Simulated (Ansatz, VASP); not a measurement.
KI: VASP beside Ansatz

```
K I
1.0
     4.35988   -0.11429   -0.11429
    -0.11429    4.35988   -0.11429
    -0.11429   -0.11429    4.35988
K I
1 1
Direct
  0.00000 0.00000 0.00000
  0.50000 0.50000 0.50000
```

Change from the starting cell: epitaxial_111 strain +4.3%.

Alike in both runs: task single point; functional r2SCAN; k mesh 6 × 6 × 6; no spin polarisation.

|  | VASP | Ansatz |
| --- | --- | --- |
| version | VASP 6.6.1 | Ansatz 0.2.0 |
| potentials or method | VASP PAW PBE potentials, release 64 (K_sv, I) | plane waves, PAW |
| plane-wave cutoff (eV) | 520 | 500 |
| occupations | gaussian, width 0.01 eV | fixed |
| valence electrons in the cell | 16 | 26 |

```tsv
	VASP	Ansatz	Ansatz less VASP
gap on the k mesh at the Fermi level (eV)	3.93	3.94	+0.001
pressure (GPa)	-0.5	-0.4	+0.01
traceless stress, the component that is largest in VASP (GPa)	0.25	0.25	-0.003
```

VASP's potentials were made for PBE, not for r2SCAN. VASP's potentials hold 16 valence electrons a cell and Ansatz's 26, so a difference there can come from the potentials and not from the codes.

Spin-orbit coupling is off throughout.
